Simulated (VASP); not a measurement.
# FeO (Fm-3m) in VASP: further runs

Aim: see how the results for FeO move with the level of theory and the settings. Levels: PBE+D4, revPBE+D4. Tasks: single point.

Program: VASP 6.6.1. These are calculated values, not measurements. Logs are shortened: lines on timing, memory, paths and dates and some standing lists are left out, and cuts for length are marked.

**What was measured.**

“W\"ustite: Electric, thermodynamic and optical properties of FeO”, 2012, arxiv:1203.1201 quotes, for a bulk crystal of FeO: band gap 2.4 eV (optical).

The results are compared with them further down.

**1. The cell of the first run**

The structure is cubic, space group Fm-3m (No. 225). The conventional cell has a = 4.253 Å, b = 4.253 Å, c = 4.253 Å, α = 90.00°, β = 90.00°, γ = 90.00°. Within 2.8 Å of Fe (site symmetry m-3m) lie 6 O at 2.13 Å. O (site symmetry m-3m) has 6 Fe at 2.13 Å within 2.8 Å.

**2. Single point, PBE+D4, collinear spin, ferromagnetic start**

Contents of INCAR:

```
SYSTEM = FeO
ALGO = Normal
EDIFF = 1E-6
ENCUT = 520
GGA = PE
ISIF = 2
ISMEAR = -1
ISPIN = 2
IVDW = 13
LASPH = .TRUE.
LCHARG = .TRUE.
LELF = .TRUE.
LMAXMIX = 4
LORBIT = 11
LREAL = .FALSE.
LVHAR = .TRUE.
LWAVE = .FALSE.
MAGMOM = 3 0
NBANDS = 18
NELM = 150
PREC = Accurate
SIGMA = 0.05
```

Contents of KPOINTS:

```
k-points
0
G
  11 11 11
  0 0 0
```

Contents of POSCAR:

```
FeO
1.0
    0.0000000000      2.1262694020      2.1262694020
    2.1262694020      0.0000000000      2.1262694020
    2.1262694020      2.1262694020      0.0000000000
Fe O
1 1
Direct
    0.0000000000      0.0000000000      0.0000000000
    0.5000000000      0.5000000000      0.5000000000
```

Potentials or basis: VASP PAW PBE potentials, release 64 (Fe, O).

Run with:

```sh
cat potpaw_PBE.64/Fe/POTCAR potpaw_PBE.64/O/POTCAR > POTCAR
mpirun -np 1 vasp_std > vasp.out
```

OUTCAR:

```text
SYSTEM = FeO
   EDIFF = 1E-6
   ENCUT = 520
   GGA = PE
   ISIF = 2
   ISMEAR = -1
   ISPIN = 2
   IVDW = 13
   LASPH = .TRUE.
   LORBIT = 11
   LREAL = .FALSE.
   NELM = 150
   PREC = Accurate

 ion  position               nearest neighbor table
   1  0.000  0.000  0.000-   2 2.13   2 2.13   2 2.13   2 2.13   2 2.13   2 2.13
   2  0.500  0.500  0.500-   1 2.13   1 2.13   1 2.13   1 2.13   1 2.13   1 2.13

  LATTYP: Found a face centered cubic cell.
 ALAT       =     4.2525388040

  Lattice vectors:

 A1 = (   0.0000000000,   2.1262694020,   2.1262694020)
 A2 = (   2.1262694020,   0.0000000000,   2.1262694020)
 A3 = (   2.1262694020,   2.1262694020,   0.0000000000)

Analysis of symmetry for initial positions (statically):
=====================================================================
 Subroutine PRICEL returns:
 Original cell was already a primitive cell.

 Routine SETGRP: Setting up the symmetry group for a
 face centered cubic supercell.

 Subroutine GETGRP returns: Found 48 space group operations
 (whereof 48 operations were pure point group operations)
 out of a pool of 48 trial point group operations.

The static configuration has the point symmetry O_h .

Analysis of symmetry for dynamics (positions and initial velocities):
=====================================================================
 Subroutine PRICEL returns:
 Original cell was already a primitive cell.

 Routine SETGRP: Setting up the symmetry group for a
 face centered cubic supercell.

 Subroutine GETGRP returns: Found 48 space group operations
 (whereof 48 operations were pure point group operations)
 out of a pool of 48 trial point group operations.

The dynamic configuration has the point symmetry O_h .

Analysis of structural, dynamic, and magnetic symmetry:
=====================================================================
 Subroutine PRICEL returns:
 Original cell was already a primitive cell.

 Routine SETGRP: Setting up the symmetry group for a
 face centered cubic supercell.

 Subroutine GETGRP returns: Found 48 space group operations
 (whereof 48 operations were pure point group operations)
 out of a pool of 48 trial point group operations.

The overall configuration has the point symmetry O_h .

 Subroutine INISYM returns: Found 48 space group operations
 (whereof 48 operations are pure point group operations),
 and found     1 'primitive' translations

----------------------------------------------------------------------------------------

                                     Primitive cell

  volume of cell :      19.2258

  direct lattice vectors                    reciprocal lattice vectors
     0.000000000  2.126269402  2.126269402    -0.235153645  0.235153645  0.235153645
     2.126269402  0.000000000  2.126269402     0.235153645 -0.235153645  0.235153645
     2.126269402  2.126269402  0.000000000     0.235153645  0.235153645 -0.235153645

  length of vectors
     3.006999026  3.006999026  3.006999026     0.407298061  0.407298061  0.407298061

  position of ions in fractional coordinates (direct lattice)
     0.000000000  0.000000000  0.000000000
     0.500000000  0.500000000  0.500000000

  ion indices of the primitive-cell ions
   primitive index   ion index
                 1           1
                 2           2

----------------------------------------------------------------------------------------

 KPOINTS: k-points

Automatic generation of k-mesh.
 Grid dimensions read from file:
 generate k-points for:   11   11   11

 Generating k-lattice:

  Cartesian coordinates                     Fractional coordinates (reciprocal lattice)
    -0.021377604  0.021377604  0.021377604     0.090909091  0.000000000  0.000000000
     0.021377604 -0.021377604  0.021377604     0.000000000  0.090909091  0.000000000
     0.021377604  0.021377604 -0.021377604     0.000000000  0.000000000  0.090909091

  Length of vectors
     0.037027096  0.037027096  0.037027096

  Shift w.r.t. Gamma in fractional coordinates (k-lattice)
     0.000000000  0.000000000  0.000000000

 Subroutine IBZKPT returns following result:
 ===========================================

 Found     56 irreducible k-points:

 Following reciprocal coordinates:
            Coordinates               Weight
  0.000000  0.000000  0.000000      1.000000
  0.090909  0.000000  0.000000      8.000000
  0.181818  0.000000  0.000000      8.000000
  0.272727  0.000000  0.000000      8.000000
  0.363636  0.000000  0.000000      8.000000
  0.454545  0.000000  0.000000      8.000000
[... 16 lines left out ...]
 -0.272727  0.181818  0.000000     24.000000
 -0.181818  0.181818  0.000000     12.000000
 [... further k-points ...]
   k-points           NKPTS =     56   k-points in BZ     NKDIM =     56   number of bands    NBANDS=     18
   number of dos      NEDOS =    301   number of ions     NIONS =      2
   total plane-waves  NPLWV =  13824
   dimension x,y,z NGX =    24 NGY =   24 NGZ =   24
[... 80 lines left out ...]
     18      30.9532      0.00000

 k-point     2 :       0.0909    0.0000    0.0000
  band No.  band energies     occupation
      1     -14.3224      1.00000
      2       1.7912      1.00000
      3       1.9186      1.00000
      4       1.9186      1.00000
      5       2.8243      1.00000
      6       2.8243      1.00000
[... 10 lines left out ...]
     17      28.9772      0.00000
     18      32.3789      0.00000

 k-point     3 :       0.1818    0.0000    0.0000
  band No.  band energies     occupation
      1     -14.0776      1.00000
      2       0.5008      1.00000
      3       1.1296      1.00000
      4       1.1296      1.00000
      5       2.9978      1.00000
      6       2.9978      1.00000
[... 412 lines left out ...]
 k-point    23 :      -0.2727    0.1818    0.0000
  band No.  band energies     occupation
      1     -13.3706      1.00000
      2      -1.4490      1.00000
      3      -0.0095      1.00000
      4       0.2546      1.00000
      5       3.3076      1.00000
      6       3.5181      1.00000
[... 10 lines left out ...]
     17      33.7469      0.00000
     18      35.5882      0.00000

 k-point    24 :      -0.1818    0.1818    0.0000
  band No.  band energies     occupation
      1     -13.6509      1.00000
      2      -0.8650      1.00000
      3       0.2554      1.00000
      4       0.7549      1.00000
      5       3.1156      1.00000
      6       3.4312      1.00000
[... 10 lines left out ...]
     17      33.8647      0.00000
     18      35.5972      0.00000

 [... further k-points ...]

 spin component 2

 k-point     1 :       0.0000    0.0000    0.0000
  band No.  band energies     occupation
      1     -13.8626      1.00000
      2       3.2876      1.00000
      3       3.2876      1.00000
      4       3.2876      1.00000
      5       5.8610      1.00000
      6       5.8612      1.00000
[... 10 lines left out ...]
     17      29.6641      0.00000
     18      32.0598      0.00000

 k-point     2 :       0.0909    0.0000    0.0000
  band No.  band energies     occupation
      1     -13.7736      1.00000
      2       2.6312      1.00000
      3       3.0283      1.00000
      4       3.0283      1.00000
      5       5.9714      1.00000
      6       5.9716      1.00000
[... 10 lines left out ...]
     17      30.4107      0.00000
     18      33.6379      0.00000

 k-point     3 :       0.1818    0.0000    0.0000
  band No.  band energies     occupation
      1     -13.5254      1.00000
      2       1.3377      1.00000
      3       2.4805      1.00000
      4       2.4805      1.00000
      5       6.2017      0.99987
      6       6.2274      0.99978
[... 412 lines left out ...]
 k-point    23 :      -0.2727    0.1818    0.0000
  band No.  band energies     occupation
      1     -12.8009      1.00000
      2      -0.6035      1.00000
      3       1.2777      1.00000
      4       1.4681      1.00000
      5       6.6339      0.57649
      6       6.8029      0.04435
[... 10 lines left out ...]
     17      34.3776      0.00000
     18      36.3953      0.00000

 k-point    24 :      -0.1818    0.1818    0.0000
  band No.  band energies     occupation
      1     -13.0893      1.00000
      2       0.0235      1.00000
      3       1.7468      1.00000
      4       1.7907      1.00000
      5       6.3740      0.99596
      6       6.6058      0.70494
[... 10 lines left out ...]
     17      34.6651      0.00000
     18      36.3823      0.00000

 [... further k-points ...]

------------------------ aborting loop because EDIFF is reached ----------------------------------------

  DFT-D4 for vdW energy calculation

  Edisp (eV):   -0.49579

  FORCE on cell =-STRESS in cart. coord.  units (eV):
  Direction    XX          YY          ZZ          XY          YZ          ZX
  --------------------------------------------------------------------------------------
  -------------------------------------------------------------------------------------
  Total       0.58666     0.58666     0.58666    -0.00000     0.00000    -0.00000
  in kB      48.88891    48.88891    48.88891    -0.00000     0.00000    -0.00000
  external pressure =       48.89 kB  Pullay stress =        0.00 kB

 VOLUME and BASIS-vectors are now :
 -----------------------------------------------------------------------------
  energy-cutoff  :      520.00
  volume of cell :       19.23
      direct lattice vectors                 reciprocal lattice vectors
     0.000000000  2.126269402  2.126269402    -0.235153645  0.235153645  0.235153645
     2.126269402  0.000000000  2.126269402     0.235153645 -0.235153645  0.235153645
     2.126269402  2.126269402  0.000000000     0.235153645  0.235153645 -0.235153645

 POSITION                                       TOTAL-FORCE (eV/Angst)
 -----------------------------------------------------------------------------------
      0.00000      0.00000      0.00000         0.000000      0.000000      0.000000
      2.12627      2.12627      2.12627        -0.000000      0.000000     -0.000000
 -----------------------------------------------------------------------------------
    total drift:                                0.000000     -0.000000      0.000000

  FREE ENERGIE OF THE ION-ELECTRON SYSTEM (eV)
  ---------------------------------------------------
  free  energy   TOTEN  =       -15.4111822251 eV

  energy  without entropy=      -15.3999537369  energy(sigma->0) =      -15.40556798

 total charge

# of ion       s       p       d       tot
------------------------------------------
    1        0.299   0.387   6.116   6.802
    2        1.557   3.460   0.000   5.017
--------------------------------------------------
tot          1.856   3.847   6.116  11.819

 magnetization (x)

# of ion       s       p       d       tot
------------------------------------------
    1        0.027   0.022   3.563   3.612
    2        0.032   0.278   0.000   0.310
--------------------------------------------------
tot          0.059   0.300   3.563   3.922
```

Run time: 71 s. Hardware: 1 thread of Intel Xeon 8259CL, shared host; peak memory 0.17 GiB.

Results:

```yaml
Free_energy: -15.4112 eV
Pressure: 4.9 GPa
Band_gap_on_the_k_mesh: zero (filled and empty bands overlap)
Net_moment: 4.00 μB per cell
Site_moments: Fe +3.61; O +0.31 μB
Valence_electrons_inside_the_program's_atomic_spheres: Fe 6.80; O 5.02
Dispersion_energy_per_atom: -0.248 eV
```

Caveat: the cell stands under pressure; a cell with one magnetic atom can't hold antiferromagnetic order, which such compounds often take; semilocal functionals often make such compounds metallic where correlation or magnetic order opens a gap, which also shifts bond lengths. With open d or f shells a metallic result of PBE can be an artefact of self-interaction; +U or a hybrid may open a gap.

**3. Single point, PBE+D4, collinear spin, ferromagnetic start**

This run uses another cell than the first one, of 9.81 Å³/atom.

Contents of INCAR:

```
SYSTEM = FeO
PREC     = Accurate       ! precision mode
ENCUT    = 520            ! plane-wave cutoff, eV
EDIFF    = 1E-6           ! SCF threshold, eV
ISMEAR   = -1             ! smearing method
SIGMA    = 0.05           ! smearing width, eV
LREAL    = .FALSE.        ! projectors in reciprocal space
LASPH    = .TRUE.         ! aspherical terms in the spheres
NELM     = 150            ! most SCF steps
ALGO     = Normal         ! electronic algorithm
ISIF     = 2              ! what is computed and relaxed
LWAVE    = .FALSE.        ! write WAVECAR
LCHARG   = .FALSE.        ! write CHGCAR
ISPIN    = 2              ! spin polarisation
MAGMOM   = 3 0            ! initial moments
LORBIT   = 11             ! projections on sites
LMAXMIX  = 4              ! l up to which the mixer works
GGA      = PE             ! functional
IVDW     = 13             ! dispersion correction
NBANDS   = 18             ! bands
```

Contents of KPOINTS:

```
Automatic mesh
0
G
  11 11 11
  0 0 0
```

Contents of POSCAR:

```
FeO
1.0
    0.0000000000      2.1409337923      2.1409337923
    2.1409337923      0.0000000000      2.1409337923
    2.1409337923      2.1409337923      0.0000000000
Fe O
1 1
Direct
    0.0000000000      0.0000000000      0.0000000000
    0.5000000000      0.5000000000      0.5000000000
```

Potentials or basis: VASP PAW PBE potentials, release 64 (Fe, O).

Run with:

```sh
cat potpaw_PBE.64/Fe/POTCAR potpaw_PBE.64/O/POTCAR > POTCAR
mpirun -np 1 vasp_std > vasp.out
```

It took 56 s on 1 thread of Intel Xeon 8259CL, shared host; peak memory 0.17 GiB.

The run converged. Its results:

| Quantity | Value |
| --- | --- |
| Free energy | -15.6083 eV |
| Pressure | 61.3 GPa |
| Band gap on the k mesh | zero (filled and empty bands overlap) |
| Net moment | 4.00 μB per cell |
| Site moments | Fe +3.62; O +0.31 μB |
| Valence electrons inside the program's atomic spheres | Fe 6.76; O 5.00 |
| Dispersion energy per atom | -0.339 eV |

Levels at points of the mesh, in eV from the Fermi level:
Spin up:
```
           k point  band 7  band 8  band 9  band 10  band 11  band 12
(0.00, 0.00, 0.00)   -3.87   -3.68   -3.68     0.20    15.54    17.21
```
Spin down:
```csv
k point,band 1,band 2,band 3,band 4,band 5,band 6,band 7,band 8,band 9,band 10
"(0.00, 0.00, 0.00)",-20.35,-3.30,-3.30,-3.30,-0.76,-0.76,-0.76,0.19,0.19,1.01
```

Caveat: the cell stands under pressure; a cell with one magnetic atom can't hold antiferromagnetic order, which such compounds often take; semilocal functionals often make such compounds metallic where correlation or magnetic order opens a gap, which also shifts bond lengths. With open d or f shells a metallic result of PBE can be an artefact of self-interaction; +U or a hybrid may open a gap.

**4. Single point, revPBE+D4, collinear spin, ferromagnetic start**

This run uses another cell than the first one, of 9.84 Å³/atom.

Contents of INCAR:

```
ALGO = Normal
EDIFF = 1E-7
ENCUT = 520
GGA = RE
ISIF = 2
ISMEAR = -1
ISPIN = 2
IVDW = 13
LASPH = True
LCHARG = False
LMAXMIX = 4
LORBIT = 11
LREAL = False
LWAVE = False
MAGMOM = 3 0
NBANDS = 18
NELM = 150
PREC = Accurate
SIGMA = 0.05
```

Contents of KPOINTS:

```
k-points
0
Gamma
  11 11 11
```

Contents of POSCAR:

```
FeO
1.0
    0.0000000000      2.1430831024      2.1430831024
    2.1430831024      0.0000000000      2.1430831024
    2.1430831024      2.1430831024      0.0000000000
Fe O
1 1
Direct
    0.0000000000      0.0000000000      0.0000000000
    0.5000000000      0.5000000000      0.5000000000
```

Run with:

```sh
cat potpaw_PBE.64/Fe/POTCAR potpaw_PBE.64/O/POTCAR > POTCAR
mpirun -np 1 vasp_std > vasp.out
```

Wall time 66 s (1 thread of Intel Xeon 8259CL, shared host); peak memory 0.17 GiB.

It converged, with:

* Free energy: -15.5192 eV
* Pressure: 0.2 GPa
* Band gap on the k mesh: zero (filled and empty bands overlap)
* Net moment: 4.00 μB per cell
* Site moments: Fe +3.62; O +0.30 μB
* Valence electrons inside the program's atomic spheres: Fe 6.75; O 5.01
* Dispersion energy per atom: -0.643 eV

Levels at points of the mesh, in eV from the Fermi level:
Spin up:
| k point | band 7 | band 8 | band 9 | band 10 | band 11 | band 12 |
| --- | --- | --- | --- | --- | --- | --- |
| (0.00, 0.00, 0.00) | -3.88 | -3.74 | -3.74 | 0.19 | 15.55 | 17.18 |
Spin down:
| k point | band 1 | band 2 | band 3 | band 4 | band 5 | band 6 | band 7 | band 8 | band 9 | band 10 |
| --- | --- | --- | --- | --- | --- | --- | --- | --- | --- | --- |
| (0.00, 0.00, 0.00) | -20.41 | -3.32 | -3.32 | -3.32 | -0.75 | -0.75 | -0.75 | 0.22 | 0.22 | 0.99 |

Caveat: the PAW data sets were made with another functional, which shifts forces and pressure a little; a cell with one magnetic atom can't hold antiferromagnetic order, which such compounds often take; semilocal functionals often make such compounds metallic where correlation or magnetic order opens a gap, which also shifts bond lengths.

**5. The runs side by side**

```csv
level,cell,gap on the mesh (eV),pressure (GPa),moment (μB)
PBE+D4,"a = 3.007 Å, angles 60.0°, 2 atoms",none,4.9,4.00
PBE+D4,"a = 3.028 Å, angles 60.0°, 2 atoms",none,61.3,4.00
revPBE+D4,"a = 3.031 Å, angles 60.0°, 2 atoms",none,0.2,4.00
```

Alike in all rows: task single point; potentials or basis VASP PAW PBE potentials, release 64 (Fe, O); spin collinear, ferromagnetic start; k mesh 11 × 11 × 11; cutoff (eV) 520; smearing fermi-dirac 0.05 eV.

Caveats: a cell with one magnetic atom can't hold antiferromagnetic order, which such compounds often take; semilocal functionals often make such compounds metallic where correlation or magnetic order opens a gap, which also shifts bond lengths; the cell stands under pressure (at least some runs); the PAW data sets were made with another functional, which shifts forces and pressure a little (at least some runs).

Absolute energies hang on the potentials; compare differences alone.

**6. How close it comes**

Step 4. A measured gap of FeO is 2.4 eV (optical; quoted in “W\"ustite: Electric, thermodynamic and optical properties of FeO”, 2012, arxiv:1203.1201); the calculated 0.00 eV misses it by -2.40 eV. So large a miss can be the level of theory's own, or it may mean another phase, state or a wrong row. The value is that of revPBE+D4 on a finite k mesh, which can miss the band edges, without temperature or zero-point motion. Semilocal functionals fall short of measured gaps as a rule. The run's magnetic order (collinear spin, ferromagnetic start) needn't be the measured crystal's.
